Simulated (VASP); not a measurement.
# GaN (F-43m) in VASP: notebook

GaN is run at these levels: LDA, PBE; tasks: relaxation of cell and atoms.

All numbers are computed with VASP 6.6.1; they aren't measurements. Logs are shortened: lines on timing, memory, paths and dates and some standing lists are left out, and cuts for length are marked.

## Step 1: The cell of the first run

It takes space group F-43m (No. 216, cubic). Conventional cell: a = 4.548 Å, b = 4.548 Å, c = 4.548 Å, α = 90.00°, β = 90.00°, γ = 90.00°. Within 2.6 Å of Ga (site symmetry -43m) lie 4 N at 1.97 Å. N (site symmetry -43m) has 4 Ga at 1.97 Å within 2.6 Å.

## Step 2: Relaxation of cell and atoms, LDA

Input file INCAR:

```
SYSTEM = GaN
PREC = Accurate
ENCUT = 600
EDIFF = 1E-6
ISMEAR = -1
SIGMA = 0.02
LREAL = .FALSE.
LASPH = .TRUE.
NELM = 60
ALGO = Normal
ISIF = 3
LWAVE = .FALSE.
LCHARG = .FALSE.
GGA = CA
IBRION = 2
NSW = 80
EDIFFG = -0.005
```

Input file KPOINTS:

```
Automatic mesh
0
G
  8 8 8
  0 0 0
```

Input file POSCAR:

```
GaN
1.0
    0.0000000000      2.2741788551      2.2741788551
    2.2741788551      0.0000000000      2.2741788551
    2.2741788551      2.2741788551      0.0000000000
Ga N
1 1
Direct
    0.0000000000      0.0000000000      0.0000000000
    0.2500000000      0.2500000000      0.2500000000
```

Potentials or basis: VASP PAW LDA potentials, release 64 (Ga_d, N).

Started as:

```bash
cat potpaw_LDA.64/Ga_d/POTCAR potpaw_LDA.64/N/POTCAR > POTCAR
mpirun -np 1 vasp_std > vasp.out
```

OUTCAR:

```text
SYSTEM = GaN
   PREC = Accurate
   ENCUT = 600
   EDIFF = 1E-6
   ISMEAR = -1
   LREAL = .FALSE.
   LASPH = .TRUE.
   NELM = 60
   ISIF = 3
   GGA = CA
   IBRION = 2
   NSW = 80
   EDIFFG = -0.005

 ion  position               nearest neighbor table
   1  0.000  0.000  0.000-   2 1.97   2 1.97   2 1.97   2 1.97
   2  0.250  0.250  0.250-   1 1.97   1 1.97   1 1.97   1 1.97

  LATTYP: Found a face centered cubic cell.
 ALAT       =     4.5483577102

  Lattice vectors:

 A1 = (   0.0000000000,   2.2741788551,   2.2741788551)
 A2 = (   2.2741788551,   0.0000000000,   2.2741788551)
 A3 = (   2.2741788551,   2.2741788551,   0.0000000000)

Analysis of symmetry for initial positions (statically):
[... 5 lines left out ...]
 face centered cubic supercell.

 Subroutine GETGRP returns: Found 24 space group operations
 (whereof 24 operations were pure point group operations)
 out of a pool of 48 trial point group operations.

The static configuration has the point symmetry T_d .

Analysis of symmetry for dynamics (positions and initial velocities):
[... 5 lines left out ...]
 face centered cubic supercell.

 Subroutine GETGRP returns: Found 24 space group operations
 (whereof 24 operations were pure point group operations)
 out of a pool of 48 trial point group operations.

The dynamic configuration has the point symmetry T_d .

 Subroutine INISYM returns: Found 24 space group operations
 (whereof 24 operations are pure point group operations),
 and found     1 'primitive' translations

----------------------------------------------------------------------------------------

                                     Primitive cell

  volume of cell :      23.5236

  direct lattice vectors                    reciprocal lattice vectors
     0.000000000  2.274178855  2.274178855    -0.219859577  0.219859577  0.219859577
     2.274178855  0.000000000  2.274178855     0.219859577 -0.219859577  0.219859577
     2.274178855  2.274178855  0.000000000     0.219859577  0.219859577 -0.219859577

  length of vectors
     3.216174580  3.216174580  3.216174580     0.380807957  0.380807957  0.380807957

  position of ions in fractional coordinates (direct lattice)
     0.000000000  0.000000000  0.000000000
     0.250000000  0.250000000  0.250000000

  ion indices of the primitive-cell ions
   primitive index   ion index
                 1           1
                 2           2

----------------------------------------------------------------------------------------

 KPOINTS: Automatic mesh

Automatic generation of k-mesh.
 Grid dimensions read from file:
 generate k-points for:    8    8    8

 Generating k-lattice:

  Cartesian coordinates                     Fractional coordinates (reciprocal lattice)
    -0.027482447  0.027482447  0.027482447     0.125000000  0.000000000  0.000000000
     0.027482447 -0.027482447  0.027482447     0.000000000  0.125000000  0.000000000
     0.027482447  0.027482447 -0.027482447     0.000000000  0.000000000  0.125000000

  Length of vectors
     0.047600995  0.047600995  0.047600995

  Shift w.r.t. Gamma in fractional coordinates (k-lattice)
     0.000000000  0.000000000  0.000000000

 Subroutine IBZKPT returns following result:
 ===========================================

 Found     29 irreducible k-points:

 Following reciprocal coordinates:
            Coordinates               Weight
  0.000000  0.000000  0.000000      1.000000
  0.125000  0.000000  0.000000      8.000000
  0.250000  0.000000  0.000000      8.000000
  0.375000  0.000000  0.000000      8.000000
  0.500000  0.000000  0.000000      4.000000
  0.125000  0.125000  0.000000      6.000000
[... 16 lines left out ...]
  0.500000  0.250000  0.125000     48.000000
 -0.375000  0.250000  0.125000     24.000000
 [... further k-points ...]
   k-points           NKPTS =     29   k-points in BZ     NKDIM =     29   number of bands    NBANDS=     13
   number of dos      NEDOS =    301   number of ions     NIONS =      2
   total plane-waves  NPLWV =  21952
   dimension x,y,z NGX =    28 NGY =   28 NGZ =   28
   dimension x,y,z NGXF=    56 NGYF=   56 NGZF=   56
   ions per type =               1   1
   NGX,Y,Z   is equivalent  to a cutoff of  14.47, 14.47, 14.47 a.u.
   NGXF,Y,Z  is equivalent  to a cutoff of  28.95, 28.95, 28.95 a.u.
 SYSTEM =  GaN
   PREC   = accura    normal or accurate (medium, high low for compatibility)
   ISTART =      0    job   : 0-new  1-cont  2-samecut
   ICHARG =      2    charge: 1-file 2-atom 10-const
   ISPIN  =      1    spin polarized calculation?
   LNONCOLLINEAR =      F non collinear calculations
   LSORBIT =      F    spin-orbit coupling
   LASPH  =      T    aspherical Exc in radial PAW
   ENCUT  =  600.0 eV  44.10 Ry    6.64 a.u.   6.42  6.42  6.42*2*pi/ulx,y,z
   NELM   =     60;   NELMIN=  2; NELMDL= -5     # of ELM steps
   EDIFF  = 0.1E-05   stopping-criterion for ELM
   LREAL  =      F    real-space projection
   EDIFFG = -.5E-02   stopping-criterion for IOM
   NSW    =     80    number of steps for IOM
   IBRION =      2    ionic relax: 0-MD 1-quasi-New 2-CG
   NFREE  =      1    steps in history (QN), initial steepest desc. (CG)
   ISIF   =      3    stress and relaxation
   ISYM   =      2    0-nonsym 1-usesym 2-fastsym
   POTIM  = 0.5000    time-step for ionic-motion
   TEBEG  =    0.0;   TEEND  =   0.0 temperature during run
   PSTRESS=    0.0 pullay stress
   NELECT =      18.0000    total number of electrons
   NUPDOWN=      -1.0000    fix difference up-down
   EMIN   =  10.00;   EMAX   =-10.00  energy-range for DOS
   EFERMI =   0.00;   METHOD = LEGACY
   ISMEAR =    -1;   SIGMA  =   0.02  broadening in eV -4-tet -1-fermi 0-gaus
   EFERMI_NEDOS =   21; number of points for ismear=-14 and -15
   IALGO  =     38    algorithm
   IMIX   =      4    mixing-type and parameters
     AMIX     =   0.40;   BMIX     =  1.00
     AMIX_MAG =   1.60;   BMIX_MAG =  1.00
  volume/ion in A,a.u.               =      11.76        79.37
  Fermi-wavevector in a.u.,A,eV,Ry     =   1.497377  2.829632 30.506123  2.242137
  Thomas-Fermi vector in A             =   2.609272
   LORBIT       =      0    0 simple, 1 ext, 2 COOP (PROOUT), +10 PAW based schemes
   GGA     = CA    functional components
   LHFCALC =     F    Hartree Fock is set to
   AEXX    =    0.0000 exact exchange contribution
   IVDW    =     0    specifies the selected vdW correction
   LEPSILON=     F    determine dielectric tensor
   LRPA    =     F    only Hartree local field effects (RPA)
 conjugate gradient relaxation of ions
 non-spin polarized calculation
  energy-cutoff  :      600.00
  volume of cell :       23.52
 maximum number of plane-waves:       817
 NGX is ok and might be reduce to    28
   NGX = 13   NGY = 13   NGZ = 13

--------------------------------------- Ionic step        1  -------------------------------------------

 number of electron      18.0000002 magnetization

 Free energy of the ion-electron system (eV)
  ---------------------------------------------------
  ext. energy  EPLUGINS =         0.00000000
  ---------------------------------------------------
  free energy    TOTEN  =       -13.90202258 eV

  energy without entropy =      -13.90202258  energy(sigma->0) =      -13.90202258

------------------------ aborting loop because EDIFF is reached ----------------------------------------

  FORCE on cell =-STRESS in cart. coord.  units (eV):
  Direction    XX          YY          ZZ          XY          YZ          ZX
  --------------------------------------------------------------------------------------
  -------------------------------------------------------------------------------------
  Total       -1.4912424     -1.4912424     -1.4912424      0.0000000      0.0000000      0.0000000
  in kB     -101.5675523   -101.5675523   -101.5675523      0.0000000      0.0000000      0.0000000
  external PRESSURE =    -101.5675523 kB  Pullay stress =       0.0000000 kB
[... 89 lines left out ...]
  FREE ENERGIE OF THE ION-ELECTRON SYSTEM (eV)
  ---------------------------------------------------
  free  energy   TOTEN  =       -13.9457474421 eV

  energy  without entropy=      -13.9457474421  energy(sigma->0) =      -13.94574744

[... ionic steps 4 to 12 ...]

--------------------------------------- Ionic step       13  -------------------------------------------

 number of electron      18.0000001 magnetization

------------------------ aborting loop because EDIFF is reached ----------------------------------------

  FORCE on cell =-STRESS in cart. coord.  units (eV):
  Direction    XX          YY          ZZ          XY          YZ          ZX
  --------------------------------------------------------------------------------------
  -------------------------------------------------------------------------------------
  Total       -0.0119370     -0.0119370     -0.0119370     -0.0000000      0.0000000      0.0000000
  in kB       -0.8600303     -0.8600303     -0.8600303     -0.0000000      0.0000000      0.0000000
  external PRESSURE =      -0.8600303 kB  Pullay stress =       0.0000000 kB
[... 57 lines left out ...]
  energy  without entropy=      -13.9457363676  energy(sigma->0) =      -13.94573637

--------------------------------------- Ionic step       15  -------------------------------------------

 number of electron      18.0000001 magnetization

 Free energy of the ion-electron system (eV)
  ---------------------------------------------------
  ext. energy  EPLUGINS =         0.00000000
  ---------------------------------------------------
  free energy    TOTEN  =       -13.94573973 eV

  energy without entropy =      -13.94573973  energy(sigma->0) =      -13.94573973

 E-fermi :   5.7955     XC(G=0): -12.2738

 val. band max:        5.3561497634   @ k =   0.0000   0.0000   0.0000
 cond. band min:       7.2921121805   @ k =   0.0000   0.0000   0.0000
 fundamental gap:      1.9359624171
 Fermi energy:         5.7954815920

 k-point     1 :       0.0000    0.0000    0.0000
  band No.  band energies     occupation
      1     -10.7022      2.00000
      2      -8.2285      2.00000
      3      -8.2285      2.00000
      4      -8.2285      2.00000
      5      -7.8802      2.00000
      6      -7.8802      2.00000
      7       5.3561      2.00000
      8       5.3561      2.00000
      9       5.3561      2.00000
     10       7.2921      0.00000
     11      15.6471      0.00000
     12      15.6471      0.00000
     13      15.6471      0.00000
[... 353 lines left out ...]
 k-point    24 :      -0.3750    0.2500    0.1250
  band No.  band energies     occupation
      1      -9.6444      2.00000
      2      -8.1174      2.00000
      3      -8.0485      2.00000
      4      -7.9040      2.00000
      5      -7.8447      2.00000
      6      -6.1566      2.00000
      7      -1.3032      2.00000
      8       2.2320      2.00000
      9       3.4958      2.00000
     10      12.0932      0.00000
     11      12.3219      0.00000
     12      15.4808      0.00000
     13      17.0858      0.00000

 [... further k-points ...]
[... 5 lines left out ...]
  --------------------------------------------------------------------------------------
  -------------------------------------------------------------------------------------
  Total       -0.0074502     -0.0074502     -0.0074502      0.0000000      0.0000000     -0.0000000
  in kB       -0.5368841     -0.5368841     -0.5368841      0.0000000      0.0000000     -0.0000000
  external PRESSURE =      -0.5368841 kB  Pullay stress =       0.0000000 kB
[... 17 lines left out ...]
  FREE ENERGIE OF THE ION-ELECTRON SYSTEM (eV)
  ---------------------------------------------------
  free  energy   TOTEN  =       -13.9457397274 eV

  energy  without entropy=      -13.9457397274  energy(sigma->0) =      -13.94573973

 reached required accuracy - stopping structural energy minimisation
```

Run time: 66 s. Hardware: 1 thread of Intel Xeon Platinum 8259CL at 2.50GHz (Skylake/Cascade Lake), shared host; peak memory 0.16 GiB.

Results:

| Item | Value |
| --- | --- |
| Free energy | -13.9457 eV |
| Relaxed volume | 11.12 Å³/atom |
| Relaxed cell | a = 3.156 Å, b = 3.156 Å, c = 3.156 Å, α = 60.00°, β = 60.00°, γ = 60.00° |
| Space group after relaxing (to 0.05 Å) | F-43m (No. 216) |
| Energy gained by relaxing | 21.9 meV/atom |
| Ionic steps | 15 |
| Pressure after relaxing | -0.1 GPa |
| Band gap on the k mesh | 1.94 eV, direct |

Step by step:
```tsv
step	energy change (eV)	largest force (eV/Å)	pressure (GPa)	volume (Å³)
1	0.0000	0.0000	-10.16	23.52
2	-0.0033	0.0000	11.98	21.08
3	-0.0437	0.0000	0.54	22.22
4	-0.0436	0.0000	-0.71	22.28
5	-0.0437	0.0000	-0.28	22.25
6	-0.0437	0.0000	-0.33	22.25
7	-0.0437	0.0000	-0.24	22.24
8	-0.0437	0.0000	-0.26	22.24
9	-0.0437	0.0000	-0.27	22.24
10	-0.0437	0.0000	-0.26	22.24
11	-0.0437	0.0000	-0.26	22.24
12	-0.0437	0.0000	-0.27	22.24
13	-0.0437	0.0000	-0.09	22.24
14	-0.0437	0.0000	-0.22	22.24
15	-0.0437	0.0000	-0.05	22.23
```

Final structure:
```cif
data_structure
_symmetry_space_group_name_H-M 'P 1'
_symmetry_Int_Tables_number 1
_cell_length_a 3.1563
_cell_length_b 3.1563
_cell_length_c 3.1563
_cell_angle_alpha 60.000
_cell_angle_beta 60.000
_cell_angle_gamma 60.000
_cell_volume 22.23
loop_
_atom_site_label
_atom_site_type_symbol
_atom_site_fract_x
_atom_site_fract_y
_atom_site_fract_z
_atom_site_occupancy
Ga1 Ga 0.00000 0.00000 0.00000 1
N1 N 0.25000 0.25000 0.25000 1
```

## Step 3: Relaxation of cell and atoms, PBE

This run uses another cell than the first one, of 9.27 Å³/atom, 0.788 times its volume.

Input file INCAR:

```
PREC     = Accurate       # precision mode
ENCUT    = 600            # plane-wave cutoff, eV
EDIFF    = 1E-6           # SCF threshold, eV
ISMEAR   = -1             # smearing method
SIGMA    = 0.02           # smearing width, eV
LREAL    = False          # projectors in reciprocal space
LASPH    = True           # aspherical terms in the spheres
NELM     = 100            # most SCF steps
ALGO     = Normal         # electronic algorithm
ISIF     = 3              # what is computed and relaxed
LWAVE    = False          # write WAVECAR
LCHARG   = False          # write CHGCAR
GGA      = PE             # functional
IBRION   = 2              # ionic algorithm
NSW      = 80             # ionic steps
EDIFFG   = -0.005         # ionic threshold
```

Input file KPOINTS:

```
Automatic mesh
0
Gamma
  10 10 10
```

Input file POSCAR:

```
GaN
1.0
    0.0000000000      2.1007466895      2.1007466895
    2.1007466895      0.0000000000      2.1007466895
    2.1007466895      2.1007466895      0.0000000000
Ga N
1 1
Direct
    0.0000000000      0.0000000000      0.0000000000
    0.2500000000      0.2500000000      0.2500000000
```

Potentials or basis: VASP PAW PBE potentials, release 64 (Ga_d, N).

Started as:

```bash
cat potpaw_PBE.64/Ga_d/POTCAR potpaw_PBE.64/N/POTCAR > POTCAR
mpirun -np 1 vasp_std > vasp.out
```

OUTCAR:

```text
PREC = Accurate
   ENCUT = 600
   EDIFF = 1E-6
   ISMEAR = -1
   LREAL = False
   LASPH = True
   NELM = 100
   ISIF = 3
   GGA = PE
   IBRION = 2
   NSW = 80
   EDIFFG = -0.005

 ion  position               nearest neighbor table
   1  0.000  0.000  0.000-   2 1.82   2 1.82   2 1.82   2 1.82
   2  0.250  0.250  0.250-   1 1.82   1 1.82   1 1.82   1 1.82

  LATTYP: Found a face centered cubic cell.
 ALAT       =     4.2014933790

  Lattice vectors:

 A1 = (   0.0000000000,   2.1007466895,   2.1007466895)
 A2 = (   2.1007466895,   0.0000000000,   2.1007466895)
 A3 = (   2.1007466895,   2.1007466895,   0.0000000000)

Analysis of symmetry for initial positions (statically):
[... 5 lines left out ...]
 face centered cubic supercell.

 Subroutine GETGRP returns: Found 24 space group operations
 (whereof 24 operations were pure point group operations)
 out of a pool of 48 trial point group operations.
[... 665 lines left out ...]

 number of electron      17.9999986 magnetization

------------------------ aborting loop because EDIFF is reached ----------------------------------------
[... 67 lines left out ...]
--------------------------------------- Ionic step       18  -------------------------------------------

 number of electron      17.9999986 magnetization

 Free energy of the ion-electron system (eV)
  ---------------------------------------------------
  ext. energy  EPLUGINS =         0.00000000
  ---------------------------------------------------
  free energy    TOTEN  =       -12.15020445 eV

  energy without entropy =      -12.15020445  energy(sigma->0) =      -12.15020445

 E-fermi :   5.3738     XC(G=0): -11.5207

 val. band max:        4.9871355358   @ k =   0.0000   0.0000   0.0000
 cond. band min:       6.5343625640   @ k =   0.0000   0.0000   0.0000
 fundamental gap:      1.5472270281
 Fermi energy:         5.3737697020

 k-point     1 :       0.0000    0.0000    0.0000
  band No.  band energies     occupation
      1     -10.7156      2.00000
      2      -8.4353      2.00000
      3      -8.4353      2.00000
      4      -8.4353      2.00000
      5      -8.1425      2.00000
      6      -8.1425      2.00000
      7       4.9871      2.00000
      8       4.9871      2.00000
      9       4.9871      2.00000
     10       6.5344      0.00000
     11      15.1171      0.00000
     12      15.1172      0.00000
     13      15.1172      0.00000
[... 397 lines left out ...]
  FREE ENERGIE OF THE ION-ELECTRON SYSTEM (eV)
  ---------------------------------------------------
  free  energy   TOTEN  =       -12.1502044491 eV

  energy  without entropy=      -12.1502044491  energy(sigma->0) =      -12.15020445

 reached required accuracy - stopping structural energy minimisation
```

Wall time 59 s (1 thread of Intel Xeon Platinum 8259CL at 2.50GHz (Skylake/Cascade Lake), shared host); peak memory 0.15 GiB.

Results:

```yaml
Free_energy: -12.1502 eV
Relaxed_volume: 11.76 Å³/atom
Relaxed_cell: a = 3.216 Å, b = 3.216 Å, c = 3.216 Å, α = 60.00°, β = 60.00°, γ = 60.00°
Space_group_after_relaxing_to_0.05_Å: F-43m (No. 216)
Energy_gained_by_relaxing: 429.7 meV/atom
Ionic_steps: 18
Pressure_after_relaxing: 0.0 GPa
Band_gap_on_the_k_mesh: 1.55 eV, direct
```

The path:
```tsv
step	energy change (eV)	largest force (eV/Å)	pressure (GPa)	volume (Å³)
1	0.0000	0.0000	68.03	18.54
2	-0.0418	0.0000	-26.54	31.24
3	-0.8578	0.0000	-1.76	23.81
4	-0.8593	0.0000	-0.56	23.63
5	-0.8594	0.0000	0.23	23.52
6	-0.8595	0.0000	0.16	23.52
7	-0.8595	0.0000	0.14	23.52
8	-0.8595	0.0000	0.13	23.52
9	-0.8595	0.0000	0.13	23.52
10	-0.8595	0.0000	0.13	23.52
11	-0.8595	0.0000	0.13	23.52
12	-0.8595	0.0000	0.13	23.52
13	-0.8595	0.0000	0.13	23.52
14	-0.8595	0.0000	0.13	23.52
15	-0.8595	0.0000	0.13	23.52
16	-0.8595	0.0000	0.13	23.52
17	-0.8595	0.0000	0.14	23.52
18	-0.8595	0.0000	-0.03	23.52
```

Final structure:
```xyz
2
Lattice="0.0000 2.2742 2.2742 2.2742 0.0000 2.2742 2.2742 2.2742 0.0000" Properties=species:S:1:pos:R:3 pbc="T T T"
Ga    0.0000    0.0000    0.0000
N     1.1371    1.1371    1.1371
```

Caveat: the volume moved by over 15 % at a fixed basis, so the end points are rough.
